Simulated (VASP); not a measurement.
# SiC in VASP: notebook

The runs below take SiC through single point, with PBE, r2SCAN.

Everything below comes from runs of VASP 6.6.1. Logs are shortened: lines on timing, memory, paths and dates and some standing lists are left out, and cuts for length are marked.

**1. The cell of the first run**

Symmetry: P6_3mc, No. 186, hexagonal system. Conventional cell: a = 3.075 Å, b = 3.075 Å, c = 4.923 Å, α = 90.00°, β = 90.00°, γ = 120.00°. Within 2.5 Å of Si (site symmetry 3m) lie 4 C at 1.86 to 1.87 Å. Within 2.5 Å of C (site symmetry 3m) lie 4 Si at 1.86 to 1.87 Å.

**2. Single point, PBE (uniaxial z strain -2.5%)**

File INCAR:

```
  PREC = Accurate
  ENCUT = 520
  EDIFF = 1E-7
  ISMEAR = -1
  SIGMA = 0.02
  LREAL = False
  LASPH = True
  NELM = 100
  ALGO = Normal
  ISIF = 2
  LWAVE = False
  LCHARG = False
  GGA = PE
  NBANDS = 16
```

File KPOINTS:

```
regular mesh
0
Gamma
  12 12 6
```

File POSCAR:

```
SiC
1.0
    3.0753562516      0.0000000000      0.0000000000
   -1.5376781258      2.6633366395      0.0000000000
    0.0000000000      0.0000000000      4.9234198374
Si C
2 2
Direct
    0.3333333333      0.6666666667     -0.0018402045
    0.6666666667      0.3333333333      0.4981597955
    0.3333333333      0.6666666667      0.3768402045
    0.6666666667      0.3333333333      0.8768402045
```

Potentials or basis: VASP PAW PBE potentials, release 64 (Si, C).

Command:

```sh
$ cat potpaw_PBE.64/Si/POTCAR potpaw_PBE.64/C/POTCAR > POTCAR
$ mpirun -np 1 vasp_std > vasp.out
```

OUTCAR:

```text
PREC = Accurate
   ENCUT = 520
   EDIFF = 1E-7
   ISMEAR = -1
   LREAL = False
   LASPH = True
   NELM = 100
   ISIF = 2
   GGA = PE

 ion  position               nearest neighbor table
   1  0.333  0.667  0.998-   3 1.86   4 1.87   4 1.87   4 1.87   2 3.04   2 3.04   2 3.04   2 3.04
                             2 3.04   2 3.04
   2  0.667  0.333  0.498-   4 1.86   3 1.87   3 1.87   3 1.87   1 3.04   1 3.04   1 3.04   1 3.04
                             1 3.04   1 3.04
   3  0.333  0.667  0.377-   1 1.86   2 1.87   2 1.87   2 1.87
   4  0.667  0.333  0.877-   2 1.86   1 1.87   1 1.87   1 1.87

  LATTYP: Found a hexagonal cell.
 ALAT       =     3.0753562516
 C/A-ratio  =     1.6009266682

  Lattice vectors:

 A1 = (   3.0753562516,   0.0000000000,   0.0000000000)
 A2 = (  -1.5376781258,   2.6633366395,   0.0000000000)
 A3 = (   0.0000000000,   0.0000000000,   4.9234198374)

Analysis of symmetry for initial positions (statically):
=====================================================================
 Subroutine PRICEL returns:
 Original cell was already a primitive cell.

 Routine SETGRP: Setting up the symmetry group for a
 hexagonal supercell.

 Subroutine GETGRP returns: Found 12 space group operations
 (whereof  6 operations were pure point group operations)
 out of a pool of 24 trial point group operations.

The static configuration has the point symmetry C_3v.
 The point group associated with its full space group is C_6v.

Analysis of symmetry for dynamics (positions and initial velocities):
=====================================================================
 Subroutine PRICEL returns:
 Original cell was already a primitive cell.

 Routine SETGRP: Setting up the symmetry group for a
 hexagonal supercell.

 Subroutine GETGRP returns: Found 12 space group operations
 (whereof  6 operations were pure point group operations)
 out of a pool of 24 trial point group operations.

The dynamic configuration has the point symmetry C_3v.
 The point group associated with its full space group is C_6v.

 Subroutine INISYM returns: Found 12 space group operations
 (whereof  6 operations are pure point group operations),
 and found     1 'primitive' translations

----------------------------------------------------------------------------------------

                                     Primitive cell

  volume of cell :      40.3263

  direct lattice vectors                    reciprocal lattice vectors
     3.075356252  0.000000000  0.000000000     0.325165580  0.187734435  0.000000000
[... 89 lines left out ...]
   NELM   =    100;   NELMIN=  2; NELMDL= -5     # of ELM steps
   EDIFF  = 0.1E-06   stopping-criterion for ELM
   LREAL  =      F    real-space projection
   EDIFFG = 0.1E-05   stopping-criterion for IOM
   NSW    =      0    number of steps for IOM
   IBRION =     -1    ionic relax: 0-MD 1-quasi-New 2-CG
   NFREE  =      0    steps in history (QN), initial steepest desc. (CG)
   ISIF   =      2    stress and relaxation
   ISYM   =      2    0-nonsym 1-usesym 2-fastsym
   POTIM  = 0.5000    time-step for ionic-motion
   TEBEG  =    0.0;   TEEND  =   0.0 temperature during run
   PSTRESS=    0.0 pullay stress
   NELECT =      16.0000    total number of electrons
   NUPDOWN=      -1.0000    fix difference up-down
   EMIN   =  10.00;   EMAX   =-10.00  energy-range for DOS
   EFERMI =   0.00;   METHOD = LEGACY
   ISMEAR =    -1;   SIGMA  =   0.02  broadening in eV -4-tet -1-fermi 0-gaus
   EFERMI_NEDOS =   21; number of points for ismear=-14 and -15
   IALGO  =     38    algorithm
   IMIX   =      4    mixing-type and parameters
     AMIX     =   0.40;   BMIX     =  1.00
     AMIX_MAG =   1.60;   BMIX_MAG =  1.00
  volume/ion in A,a.u.               =      10.08        68.03
  Fermi-wavevector in a.u.,A,eV,Ry     =   1.202962  2.273269 19.689241  1.447118
  Thomas-Fermi vector in A             =   2.338729
   LORBIT       =      0    0 simple, 1 ext, 2 COOP (PROOUT), +10 PAW based schemes
   GGA     = PE    functional components
   LHFCALC =     F    Hartree Fock is set to
   AEXX    =    0.0000 exact exchange contribution
   IVDW    =     0    specifies the selected vdW correction
   LEPSILON=     F    determine dielectric tensor
   LRPA    =     F    only Hartree local field effects (RPA)
 non-spin polarized calculation
  energy-cutoff  :      520.00
  volume of cell :       40.33
 maximum number of plane-waves:      1098
 NGX is ok and might be reduce to    24
   NGX = 11   NGY = 11   NGZ = 19

 number of electron      16.0000000 magnetization

 Free energy of the ion-electron system (eV)
  ---------------------------------------------------
  ext. energy  EPLUGINS =         0.00000000
  ---------------------------------------------------
  free energy    TOTEN  =       -30.03645912 eV

  energy without entropy =      -30.03645912  energy(sigma->0) =      -30.03645912

 E-fermi :   9.0321     XC(G=0): -11.4589

 val. band max:        8.6166151558   @ k =   0.0000   0.0000   0.0000
 cond. band min:      10.9107895672   @ k =   0.3333   0.3333   0.0000
 fundamental gap:      2.2941744113
 Fermi energy:         9.0320684023

 k-point     1 :       0.0000    0.0000    0.0000
  band No.  band energies     occupation
      1      -7.2248      2.00000
      2      -3.3720      2.00000
      3      -0.2052      2.00000
      4       7.0416      2.00000
      5       7.0416      2.00000
      6       8.4881      2.00000
[... 433 lines left out ...]
      3       1.1095      2.00000
      4       2.8648      2.00000
      5       3.7588      2.00000
      6       5.5091      2.00000
[... 8 lines left out ...]
     15      20.2884      0.00000
     16      20.6815      0.00000

 [... further k-points ...]
[... 5 lines left out ...]
  --------------------------------------------------------------------------------------
  -------------------------------------------------------------------------------------
  Total        1.2935891      1.2935891      4.4801937      0.0000000     -0.0000000      0.0000000
  in kB       51.3947264     51.3947264    177.9995902      0.0000000     -0.0000000      0.0000000
  external PRESSURE =      93.5963476 kB  Pullay stress =       0.0000000 kB

 VOLUME and BASIS-vectors are now :
 -----------------------------------------------------------------------------
  energy-cutoff  :      520.00
  volume of cell :       40.33
      direct lattice vectors                 reciprocal lattice vectors
     3.075356252  0.000000000  0.000000000     0.325165580  0.187734435  0.000000000
    -1.537678126  2.663336640  0.000000000     0.000000000  0.375468871  0.000000000
     0.000000000  0.000000000  4.923419837     0.000000000  0.000000000  0.203110852

 POSITION                                       TOTAL-FORCE (eV/Angst)
 -----------------------------------------------------------------------------------
     -0.00000      1.77556      4.91436         0.000000     -0.000000     -0.027130
      1.53768      0.88778      2.45265        -0.000000      0.000000     -0.027130
     -0.00000      1.77556      1.85534         0.000000     -0.000000      0.027130
      1.53768      0.88778      4.31705        -0.000000      0.000000      0.027130
 -----------------------------------------------------------------------------------
    total drift:                               -0.000000      0.000000     -0.000397

  FREE ENERGIE OF THE ION-ELECTRON SYSTEM (eV)
  ---------------------------------------------------
  free  energy   TOTEN  =       -30.0364591150 eV

  energy  without entropy=      -30.0364591150  energy(sigma->0) =      -30.03645912
```

Wall time 19 s (1 thread of Intel Xeon 6975P-C (Granite Rapids), shared host); peak memory 0.17 GiB.

Results:

* Free energy: -30.0365 eV
* Pressure: 9.4 GPa
* Largest force: 0.027 eV/Å
* Band gap on the k mesh: 2.29 eV, indirect (least direct gap 3.82 eV)

Forces on the atoms (eV/Å):
```
Si   0.000  0.000 -0.027
Si   0.000  0.000 -0.027
C    0.000  0.000  0.027
C    0.000  0.000  0.027
```

Caveat: the cell differs from its parent crystal (uniaxial z strain -2.5%).

**3. Single point, r2SCAN (uniaxial z strain -2.5%)**

POSCAR is that of step 2.

File INCAR.step1:

```
PREC     = Accurate       # precision mode
ENCUT    = 520            # plane-wave cutoff, eV
ISMEAR   = 0              # smearing method
SIGMA    = 0.01           # smearing width, eV
LREAL    = False          # projectors in reciprocal space
LASPH    = True           # aspherical terms in the spheres
NELM     = 80             # most SCF steps
NBANDS   = 16             # bands
GGA      = PE             # functional
ALGO     = Normal         # electronic algorithm
EDIFF    = 1E-4           # SCF threshold, eV
LWAVE    = True           # write WAVECAR
LCHARG   = False          # write CHGCAR
```

File INCAR.step2:

```
PREC     = Accurate       # precision mode
ENCUT    = 520            # plane-wave cutoff, eV
EDIFF    = 1E-7           # SCF threshold, eV
ISMEAR   = 0              # smearing method
SIGMA    = 0.01           # smearing width, eV
LREAL    = False          # projectors in reciprocal space
LASPH    = True           # aspherical terms in the spheres
NELM     = 80             # most SCF steps
ALGO     = Normal         # electronic algorithm
ISIF     = 2              # what is computed and relaxed
LWAVE    = False          # write WAVECAR
LCHARG   = True           # write CHGCAR
METAGGA  = R2SCAN         # meta-GGA
LMIXTAU  = True         
LELF     = True           # ELF
LVHAR    = True         
NBANDS   = 16             # bands
ISTART   = 1
```

File KPOINTS:

```
Automatic mesh
0
Gamma
  12 12 6
```

Potentials or basis: VASP PAW PBE potentials, release 64 (Si, C).

Command:

```sh
$ cat potpaw_PBE.64/Si/POTCAR potpaw_PBE.64/C/POTCAR > POTCAR
$ cp INCAR.step1 INCAR
$ mpirun -np 1 vasp_std > vasp.out
$ cp INCAR.step2 INCAR
$ mpirun -np 1 vasp_std > vasp.out
```

It took 78 s on 1 thread of Intel Xeon 6975P-C (Granite Rapids), shared host; peak memory 0.18 GiB.

The run converged. Its results:

| Quantity | Value |
| --- | --- |
| Free energy | -38.5916 eV |
| Pressure | 5.7 GPa |
| Band gap on the k mesh | 2.69 eV, indirect (least direct gap 4.33 eV) |

Stress tensor (GPa, compression positive):
```
 1.20  0.00  0.00
 0.00  1.20  0.00
 0.00  0.00 14.77
```

Levels at points of the mesh, in eV from the valence-band top:
```csv
k point,band 4,band 5,band 6,band 7,band 8,band 9,band 10,band 11,band 12,band 13
"(0.00, 0.00, 0.00)",-1.66,-1.66,-0.14,-0.14,0.00,5.11,7.06,7.06,7.30,8.64
"(0.50, 0.00, 0.00)",-6.55,-5.77,-3.76,-3.47,-1.33,3.00,4.83,7.57,7.64,11.35
"(0.00, 0.00, 0.50)",-4.50,-0.96,-0.96,-0.96,-0.96,6.35,6.35,7.76,7.76,7.76
"(0.50, 0.00, 0.50)",-8.75,-2.77,-2.77,-2.38,-2.38,3.78,3.78,5.93,5.93,11.33
```

Caveat: the cell differs from its parent crystal (uniaxial z strain -2.5%); the PAW data sets were made with another functional, which shifts forces and pressure a little. A k mesh can miss the band edges.

(Part 1 of 2 ends here.)
